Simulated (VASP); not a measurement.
# Pb (Fm-3m) in VASP: notebook

Aim: see how the results for Pb move with the level of theory and the settings. Levels: B3LYP5, HSE06, PBE0. Tasks: single point.

All numbers are computed with VASP 6.6.1; they aren't measurements. Logs are shortened: lines on timing, memory, paths and dates and some standing lists are left out, and cuts for length are marked.

## (1) The cell of the first run

The structure is cubic, space group Fm-3m (No. 225). Conventional cell: a = 4.917 Å, b = 4.917 Å, c = 4.917 Å, α = 90.00°, β = 90.00°, γ = 90.00°. Within 4.6 Å of Pb (site symmetry m-3m) lie 12 Pb at 3.48 Å.

## (2) Single point, B3LYP5

The input, POSCAR:

```
Pb
1.0
    0.0000000000      2.4584086270      2.4584086270
    2.4584086270      0.0000000000      2.4584086270
    2.4584086270      2.4584086270      0.0000000000
Pb
1
Direct
    0.0000000000      0.0000000000      0.0000000000
```

The input, INCAR.step1:

```
  ALGO = Normal
  EDIFF = 1E-5
  ENCUT = 520
  GGA = PE
  ISIF = 2
  ISMEAR = -1
  LASPH = True
  LCHARG = False
  LREAL = False
  LWAVE = True
  NBANDS = 13
  NELM = 60
  PREC = Accurate
  SIGMA = 0.05
```

The input, INCAR.step2:

```
  AEXX = 0.2
  AGGAC = 0.81
  AGGAX = 0.72
  ALDAC = 0.19
  ALGO = Normal
  EDIFF = 1E-6
  ENCUT = 520
  GGA = B5
  ISIF = 2
  ISMEAR = -1
  ISTART = 1
  LASPH = True
  LCHARG = False
  LHFCALC = True
  LREAL = False
  LWAVE = False
  NBANDS = 13
  NELM = 60
  PREC = Accurate
  PRECFOCK = Normal
  SIGMA = 0.05
```

The input, KPOINTS:

```
k-points
0
Gamma
  5 5 5
```

Potentials or basis: VASP PAW PBE potentials, release 64 (Pb_d).

The run is started by

```bash
$ cat potpaw_PBE.64/Pb_d/POTCAR > POTCAR
$ cp INCAR.step1 INCAR
$ mpirun -np 1 vasp_std > vasp.out
$ cp INCAR.step2 INCAR
$ mpirun -np 1 vasp_std > vasp.out
```

OUTCAR:

```text
AEXX = 0.2
   EDIFF = 1E-6
   ENCUT = 520
   GGA = B5
   ISIF = 2
   ISMEAR = -1
   ISTART = 1
   LASPH = True
   LHFCALC = True
   LREAL = False
   NELM = 60
   PREC = Accurate
   PRECFOCK = Normal

 ion  position               nearest neighbor table
   1  0.000  0.000  0.000-

  LATTYP: Found a face centered cubic cell.
 ALAT       =     4.9168172540

  Lattice vectors:

 A1 = (   0.0000000000,   2.4584086270,   2.4584086270)
 A2 = (   2.4584086270,   0.0000000000,   2.4584086270)
 A3 = (   2.4584086270,   2.4584086270,   0.0000000000)

Analysis of symmetry for initial positions (statically):
[... 5 lines left out ...]
 face centered cubic supercell.

 Subroutine GETGRP returns: Found 48 space group operations
 (whereof 48 operations were pure point group operations)
 out of a pool of 48 trial point group operations.

The static configuration has the point symmetry O_h .

Analysis of symmetry for dynamics (positions and initial velocities):
[... 5 lines left out ...]
 face centered cubic supercell.

 Subroutine GETGRP returns: Found 48 space group operations
 (whereof 48 operations were pure point group operations)
 out of a pool of 48 trial point group operations.

The dynamic configuration has the point symmetry O_h .

 Subroutine INISYM returns: Found 48 space group operations
 (whereof 48 operations are pure point group operations),
 and found     1 'primitive' translations

----------------------------------------------------------------------------------------

                                     Primitive cell

  volume of cell :      29.7161

  direct lattice vectors                    reciprocal lattice vectors
     0.000000000  2.458408627  2.458408627    -0.203383601  0.203383601  0.203383601
     2.458408627  0.000000000  2.458408627     0.203383601 -0.203383601  0.203383601
     2.458408627  2.458408627  0.000000000     0.203383601  0.203383601 -0.203383601

  length of vectors
     3.476714822  3.476714822  3.476714822     0.352270731  0.352270731  0.352270731

  position of ions in fractional coordinates (direct lattice)
     0.000000000  0.000000000  0.000000000

  ion indices of the primitive-cell ions
   primitive index   ion index
                 1           1

----------------------------------------------------------------------------------------

 KPOINTS: k-points

Automatic generation of k-mesh.
 Grid dimensions read from file:
 generate k-points for:    5    5    5

 Generating k-lattice:

  Cartesian coordinates                     Fractional coordinates (reciprocal lattice)
    -0.040676720  0.040676720  0.040676720     0.200000000  0.000000000  0.000000000
     0.040676720 -0.040676720  0.040676720     0.000000000  0.200000000  0.000000000
     0.040676720  0.040676720 -0.040676720     0.000000000  0.000000000  0.200000000

  Length of vectors
     0.070454146  0.070454146  0.070454146

  Shift w.r.t. Gamma in fractional coordinates (k-lattice)
     0.000000000  0.000000000  0.000000000

 Subroutine IBZKPT returns following result:
 ===========================================

 Found     10 irreducible k-points:

 Following reciprocal coordinates:
            Coordinates               Weight
  0.000000  0.000000  0.000000      1.000000
  0.200000  0.000000  0.000000      8.000000
  0.400000  0.000000  0.000000      8.000000
  0.200000  0.200000  0.000000      6.000000
  0.400000  0.200000  0.000000     24.000000
 -0.400000  0.200000  0.000000     24.000000
 -0.200000  0.200000  0.000000     12.000000
  0.400000  0.400000  0.000000      6.000000
 -0.400000  0.400000  0.000000     12.000000
 -0.400000  0.400000  0.200000     24.000000
   k-points           NKPTS =     10   k-points in BZ     NKDIM =    125   number of bands    NBANDS=     13
   number of dos      NEDOS =    301   number of ions     NIONS =      1
   total plane-waves  NPLWV =  21952
   dimension x,y,z NGX =    28 NGY =   28 NGZ =   28
   dimension x,y,z NGXF=    56 NGYF=   56 NGZF=   56
   ions per type =               1
   NGX,Y,Z   is equivalent  to a cutoff of  13.39, 13.39, 13.39 a.u.
   NGXF,Y,Z  is equivalent  to a cutoff of  26.78, 26.78, 26.78 a.u.
 SYSTEM =  unknown system
   PREC   = accura    normal or accurate (medium, high low for compatibility)
   ISTART =      1    job   : 0-new  1-cont  2-samecut
   ICHARG =      0    charge: 1-file 2-atom 10-const
   ISPIN  =      1    spin polarized calculation?
   LNONCOLLINEAR =      F non collinear calculations
   LSORBIT =      F    spin-orbit coupling
   LASPH  =      T    aspherical Exc in radial PAW
   ENCUT  =  520.0 eV  38.22 Ry    6.18 a.u.   6.46  6.46  6.46*2*pi/ulx,y,z
   NELM   =     60;   NELMIN=  2; NELMDL=  0     # of ELM steps
   EDIFF  = 0.1E-05   stopping-criterion for ELM
   LREAL  =      F    real-space projection
   EDIFFG = 0.1E-04   stopping-criterion for IOM
   NSW    =      0    number of steps for IOM
   IBRION =     -1    ionic relax: 0-MD 1-quasi-New 2-CG
   NFREE  =      0    steps in history (QN), initial steepest desc. (CG)
   ISIF   =      2    stress and relaxation
   ISYM   =      3    0-nonsym 1-usesym 2-fastsym
   POTIM  = 0.5000    time-step for ionic-motion
   TEBEG  =    0.0;   TEEND  =   0.0 temperature during run
   PSTRESS=    0.0 pullay stress
   NELECT =      14.0000    total number of electrons
   NUPDOWN=      -1.0000    fix difference up-down
   EMIN   =  10.00;   EMAX   =-10.00  energy-range for DOS
   EFERMI =   0.00;   METHOD = LEGACY
   ISMEAR =    -1;   SIGMA  =   0.05  broadening in eV -4-tet -1-fermi 0-gaus
   EFERMI_NEDOS =   21; number of points for ismear=-14 and -15
   IALGO  =     38    algorithm
   IMIX   =      1    mixing-type and parameters
     AMIX     =   0.40;   BMIX     =  1.00
     AMIX_MAG =   1.60;   BMIX_MAG =  1.00
  volume/ion in A,a.u.               =      29.72       200.53
  Fermi-wavevector in a.u.,A,eV,Ry     =   1.273855  2.407238 22.078274  1.622707
  Thomas-Fermi vector in A             =   2.406656
   LORBIT       =      0    0 simple, 1 ext, 2 COOP (PROOUT), +10 PAW based schemes
   GGA     = B5    functional components
   LHFCALC =     T    Hartree Fock is set to
   PRECFOCK=normal    Normal, Fast or Accurate (Low or Medium for compatibility)
   ENCUT4O =  -1.0   cutoff for four orbital integrals eV
   NKREDX  =     1    reduce k-point grid by
   NKREDY  =     1    reduce k-point grid by
   NKREDZ  =     1    reduce k-point grid by
   AEXX    =    0.2000 exact exchange contribution
   HFSCREEN=    0.0000 screening length (either q_TF or 0.3 A-1)
   HFSCREENC=   0.0000 screening length for correlation (either q_TF or 0.3 A-1)
   ENCUTFOCK=  -1.0 apply spherical cutoff to Coloumb kernel
   IVDW    =     0    specifies the selected vdW correction
   LEPSILON=     F    determine dielectric tensor
   LRPA    =     F    only Hartree local field effects (RPA)
 non-spin polarized calculation
  energy-cutoff  :      520.00
  volume of cell :       29.72
 maximum number of plane-waves:       821
 NGX is ok and might be reduce to    28
  NGX = 20; NGY = 20; NGZ = 20

 number of electron      13.9999999 magnetization

 Free energy of the ion-electron system (eV)
  ---------------------------------------------------
  ext. energy  EPLUGINS =         0.00000000
  ---------------------------------------------------
  free energy    TOTEN  =        -3.62019888 eV

  energy without entropy =       -3.60748997  energy(sigma->0) =       -3.61384443

 E-fermi :   7.4418     XC(G=0):  -8.0754

 val. band max:        7.4162404503   @ k =  -0.4000   0.4000   0.2000
 cond. band min:       8.4022998631   @ k =  -0.2000   0.2000   0.0000
 fundamental gap:      0.9860594128
 Fermi energy:         7.4417893688

 k-point     1 :       0.0000    0.0000    0.0000
  band No.  band energies     occupation
      1     -11.1538      2.00000
      2     -11.1538      2.00000
      3     -11.1538      2.00000
      4     -10.9951      2.00000
      5     -10.9951      2.00000
      6      -5.5170      2.00000
      7      16.1930      0.00000
      8      16.1930      0.00000
      9      16.1930      0.00000
     10      18.7720      0.00000
     11      20.8110      0.00000
     12      21.5134      0.00000
     13      21.5134      0.00000

 k-point     2 :       0.2000    0.0000    0.0000
  band No.  band energies     occupation
      1     -11.1600      2.00000
      2     -11.1151      2.00000
      3     -11.1151      2.00000
      4     -10.9800      2.00000
      5     -10.9800      2.00000
      6      -4.6607      2.00000
      7      10.6735      0.00000
      8      15.3786      0.00000
      9      15.3786      0.00000
     10      18.1024      0.00000
     11      21.2926      0.00000
     12      21.8905      0.00000
     13      21.8905      0.00000

 k-point     3 :       0.4000    0.0000    0.0000
  band No.  band energies     occupation
      1     -11.1852      2.00000
      2     -11.1339      2.00000
      3     -11.1339      2.00000
      4     -10.8709      2.00000
      5     -10.8709      2.00000
      6      -2.2706      2.00000
      7       4.1686      2.00000
      8      14.3661      0.00000
      9      14.3661      0.00000
     10      18.0526      0.00000
     11      19.0783      0.00000
     12      20.3909      0.00000
     13      20.3909      0.00000
[... 81 lines left out ...]
 k-point     9 :      -0.4000    0.4000    0.0000
  band No.  band energies     occupation
      1     -11.2715      2.00000
      2     -11.1665      2.00000
      3     -10.9028      2.00000
      4     -10.8881      2.00000
      5     -10.8406      2.00000
      6       0.2096      2.00000
      7       4.5923      2.00000
      8       6.9646      1.99986
      9      11.0139      0.00000
     10      15.1050      0.00000
     11      18.9601      0.00000
     12      25.9080      0.00000
     13      26.9948      0.00000

 k-point    10 :      -0.4000    0.4000    0.2000
  band No.  band energies     occupation
      1     -11.1606      2.00000
      2     -11.1463      2.00000
      3     -11.0241      2.00000
      4     -10.9179      2.00000
      5     -10.8481      2.00000
      6      -0.4847      2.00000
      7       5.5684      2.00000
      8       7.4162      1.25007
      9       9.8956      0.00000
     10      18.7728      0.00000
     11      19.8342      0.00000
     12      21.3771      0.00000
     13      25.2707      0.00000

------------------------ aborting loop because EDIFF is reached ----------------------------------------

  FORCE on cell =-STRESS in cart. coord.  units (eV):
  Direction    XX          YY          ZZ          XY          YZ          ZX
  --------------------------------------------------------------------------------------
  -------------------------------------------------------------------------------------
  Total        0.9392255      0.9392255      0.9392255     -0.0000000      0.0000000     -0.0000000
  in kB       50.6393662     50.6393662     50.6393662     -0.0000000      0.0000000     -0.0000000
  external PRESSURE =      50.6393662 kB  Pullay stress =       0.0000000 kB

 VOLUME and BASIS-vectors are now :
 -----------------------------------------------------------------------------
  energy-cutoff  :      520.00
  volume of cell :       29.72
      direct lattice vectors                 reciprocal lattice vectors
     0.000000000  2.458408627  2.458408627    -0.203383601  0.203383601  0.203383601
     2.458408627  0.000000000  2.458408627     0.203383601 -0.203383601  0.203383601
     2.458408627  2.458408627  0.000000000     0.203383601  0.203383601 -0.203383601

 POSITION                                       TOTAL-FORCE (eV/Angst)
 -----------------------------------------------------------------------------------
      0.00000      0.00000      0.00000         0.000000      0.000000      0.000000
 -----------------------------------------------------------------------------------
    total drift:                               -0.000000      0.000000      0.000000

  FREE ENERGIE OF THE ION-ELECTRON SYSTEM (eV)
  ---------------------------------------------------
  free  energy   TOTEN  =        -3.6201988826 eV

  energy  without entropy=       -3.6074899704  energy(sigma->0) =       -3.61384443
```

It took 4.5 min on 1 thread of Intel Xeon Platinum 8488C (Sapphire Rapids), shared host; peak memory 0.17 GiB.

Results:

```yaml
Free_energy: -3.6202 eV
Pressure: 5.1 GPa
Band_gap_on_the_k_mesh: zero (band 7 reaches 16.19 eV, above the bottom of band 8 at 6.96 eV)
```

Caveat: the k points lie up to 0.44 Å⁻¹ apart; the PAW data sets were made with another functional, which shifts forces and pressure a little; spin-orbit coupling is left out, which moves the levels of the heavy elements.

## (3) Single point, B3LYP5

This run uses another cell than the first one, of 30.32 Å³/atom, 1.020 times its volume.

The input, POSCAR:

```
Pb
1.0
    0.0000000000      2.4750200000      2.4750200000
    2.4750200000      0.0000000000      2.4750200000
    2.4750200000      2.4750200000      0.0000000000
Pb
1
Direct
    0.0000000000      0.0000000000      0.0000000000
```

The input, INCAR.step1:

```
SYSTEM = Pb
PREC = Accurate
ENCUT = 520
EDIFF = 1E-5
ISMEAR = -1
SIGMA = 0.05
LREAL = .False.
LASPH = .True.
NELM = 100
ALGO = Normal
ISIF = 2
LWAVE = .True.
LCHARG = .False.
NBANDS = 13
GGA = PE
```

The input, INCAR.step2:

```
SYSTEM = Pb
PREC = Accurate
ENCUT = 520
EDIFF = 1E-7
ISMEAR = -1
SIGMA = 0.05
LREAL = .False.
LASPH = .True.
NELM = 100
ALGO = Normal
ISIF = 2
LWAVE = .False.
LCHARG = .False.
GGA = B5
LHFCALC = .True.
AEXX = 0.2
AGGAX = 0.72
AGGAC = 0.81
ALDAC = 0.19
PRECFOCK = Normal
NBANDS = 13
ISTART = 1
```

The input, KPOINTS:

```
regular mesh
0
Gamma
  5 5 5
  0 0 0
```

Potentials or basis: VASP PAW PBE potentials, release 64 (Pb_d).

The run is started by

```bash
$ cat potpaw_PBE.64/Pb_d/POTCAR > POTCAR
$ cp INCAR.step1 INCAR
$ mpirun -np 1 vasp_std > vasp.out
$ cp INCAR.step2 INCAR
$ mpirun -np 1 vasp_std > vasp.out
```

OUTCAR:

```text
SYSTEM = Pb
   PREC = Accurate
   ENCUT = 520
   EDIFF = 1E-7
   ISMEAR = -1
   LREAL = .False.
   LASPH = .True.
   NELM = 100
   ISIF = 2
   GGA = B5
   LHFCALC = .True.
   AEXX = 0.2
   PRECFOCK = Normal
   ISTART = 1

 ion  position               nearest neighbor table
   1  0.000  0.000  0.000-

  LATTYP: Found a face centered cubic cell.
 ALAT       =     4.9500400000

  Lattice vectors:
[... 331 lines left out ...]
      9       9.6494      0.00000
     10      18.4082      0.00000
     11      19.4908      0.00000
     12      20.9912      0.00000
     13      24.8625      0.00000

------------------------ aborting loop because EDIFF is reached ----------------------------------------

  FORCE on cell =-STRESS in cart. coord.  units (eV):
  Direction    XX          YY          ZZ          XY          YZ          ZX
  --------------------------------------------------------------------------------------
  -------------------------------------------------------------------------------------
  Total        0.7267262      0.7267262      0.7267262      0.0000000      0.0000000     -0.0000000
  in kB       38.3985907     38.3985907     38.3985907      0.0000000      0.0000000     -0.0000000
  external PRESSURE =      38.3985907 kB  Pullay stress =       0.0000000 kB

 VOLUME and BASIS-vectors are now :
 -----------------------------------------------------------------------------
  energy-cutoff  :      520.00
  volume of cell :       30.32
      direct lattice vectors                 reciprocal lattice vectors
     0.000000000  2.475020000  2.475020000    -0.202018570  0.202018570  0.202018570
     2.475020000  0.000000000  2.475020000     0.202018570 -0.202018570  0.202018570
     2.475020000  2.475020000  0.000000000     0.202018570  0.202018570 -0.202018570

 POSITION                                       TOTAL-FORCE (eV/Angst)
 -----------------------------------------------------------------------------------
      0.00000      0.00000      0.00000         0.000000      0.000000      0.000000
 -----------------------------------------------------------------------------------
    total drift:                               -0.000000     -0.000000      0.000000

  FREE ENERGIE OF THE ION-ELECTRON SYSTEM (eV)
  ---------------------------------------------------
  free  energy   TOTEN  =        -3.6373187424 eV

  energy  without entropy=       -3.6246083568  energy(sigma->0) =       -3.63096355
```

OUTCAR.step1:

```text
SYSTEM = Pb
   PREC = Accurate
   ENCUT = 520
   EDIFF = 1E-5
   ISMEAR = -1
   LREAL = .False.
[... 361 lines left out ...]
 -----------------------------------------------------------------------------------
      0.00000      0.00000      0.00000         0.000000      0.000000      0.000000
 -----------------------------------------------------------------------------------
    total drift:                               -0.000000     -0.000000     -0.000000

  FREE ENERGIE OF THE ION-ELECTRON SYSTEM (eV)
  ---------------------------------------------------
  free  energy   TOTEN  =        -3.5235369225 eV

  energy  without entropy=       -3.5106856237  energy(sigma->0) =       -3.51711127
```

OSZICAR.step1:

```text
N       E                     dE             d eps       ncg     rms          rms(c)
DAV:   1     0.108319415807E+03    0.10832E+03   -0.71837E+03   260   0.124E+03
DAV:   2     0.141807577326E+01   -0.10690E+03   -0.10423E+03   260   0.310E+02
DAV:   3    -0.341964101305E+01   -0.48377E+01   -0.48208E+01   343   0.731E+01
DAV:   4    -0.353084822596E+01   -0.11121E+00   -0.11119E+00   323   0.113E+01
DAV:   5    -0.353590248822E+01   -0.50543E-02   -0.50542E-02   347   0.227E+00    0.541E-01
DAV:   6    -0.352593738301E+01    0.99651E-02   -0.13706E-02   345   0.208E+00    0.272E-01
DAV:   7    -0.352359551384E+01    0.23419E-02   -0.61646E-03   335   0.129E+00    0.943E-02
DAV:   8    -0.352353857158E+01    0.56942E-04   -0.44625E-04   377   0.332E-01    0.995E-03
DAV:   9    -0.352353692246E+01    0.16491E-05   -0.82165E-06   225   0.541E-02
   1 F= -.35235369E+01 E0= -.35171113E+01  d E =-.128513E-01
```

It took 6 min on 1 thread of Intel Xeon Platinum 8488C (Sapphire Rapids), shared host; peak memory 0.17 GiB.

What came out:

| Item | Value |
| --- | --- |
| Free energy | -3.6373 eV |
| Pressure | 3.8 GPa |
| Band gap on the k mesh | zero (band 7 reaches 15.79 eV, above the bottom of band 8 at 6.76 eV) |

Levels at points of the mesh, in eV from the Fermi level:
| k point | band 4 | band 5 | band 6 | band 7 | band 8 | band 9 | band 10 | band 11 |
| --- | --- | --- | --- | --- | --- | --- | --- | --- |
| (0.00, 0.00, 0.00) | -18.45 | -18.45 | -12.83 | 8.56 | 8.56 | 8.56 | 11.29 | 13.08 |

Caveat: the k points lie up to 0.44 Å⁻¹ apart; the PAW data sets were made with another functional, which shifts forces and pressure a little; spin-orbit coupling is left out, which moves the levels of the heavy elements.

## (4) Single point, B3LYP5

This run uses another cell than the first one, of 30.32 Å³/atom, 1.020 times its volume.

POSCAR is that of step 3.

The input, INCAR.step1:

```
  PREC = Accurate
  ENCUT = 520
  EDIFF = 1E-5
  ISMEAR = -1
  SIGMA = 0.05
  LREAL = False
  LASPH = True
  NELM = 100
  ALGO = Normal
  ISIF = 2
  LWAVE = True
  LCHARG = False
  GGA = PE
  NBANDS = 13
```

The input, INCAR.step2:

```
  PREC = Accurate
  ENCUT = 520
  EDIFF = 1E-7
  ISMEAR = -1
  SIGMA = 0.05
  LREAL = False
  LASPH = True
  NELM = 100
  ALGO = Normal
  ISIF = 2
  LWAVE = False
  LCHARG = False
  GGA = B5
  LHFCALC = True
  AEXX = 0.2
  AGGAX = 0.72
  AGGAC = 0.81
  ALDAC = 0.19
  PRECFOCK = Normal
  ISTART = 1
  NBANDS = 13
```

The input, KPOINTS:

```
Automatic mesh
0
Gamma
  5 5 5
```

The run is started by

```bash
$ cat potpaw_PBE.64/Pb_d/POTCAR > POTCAR
$ cp INCAR.step1 INCAR
$ mpirun -np 1 vasp_std > vasp.out
$ cp INCAR.step2 INCAR
$ mpirun -np 1 vasp_std > vasp.out
```

It took 5.2 min on 1 thread of Intel Xeon Platinum 8488C (Sapphire Rapids), shared host; peak memory 0.17 GiB.

Results (log left out):

```
Free energy            : -3.6373 eV
Pressure               : 3.8 GPa
Band gap on the k mesh : zero (band 7 reaches 15.79 eV, above the bottom of band 8 at 6.76 eV)
```

Levels at points of the mesh, in eV from the Fermi level:
```csv
k point,band 5,band 6,band 7,band 8,band 9,band 10
"(0.00, 0.00, 0.00)",-18.45,-12.83,8.56,8.56,8.56,11.29
```

Caveat: the k points lie up to 0.44 Å⁻¹ apart; the PAW data sets were made with another functional, which shifts forces and pressure a little; spin-orbit coupling is left out, which moves the levels of the heavy elements.

(Continued in part 2 of 2.)
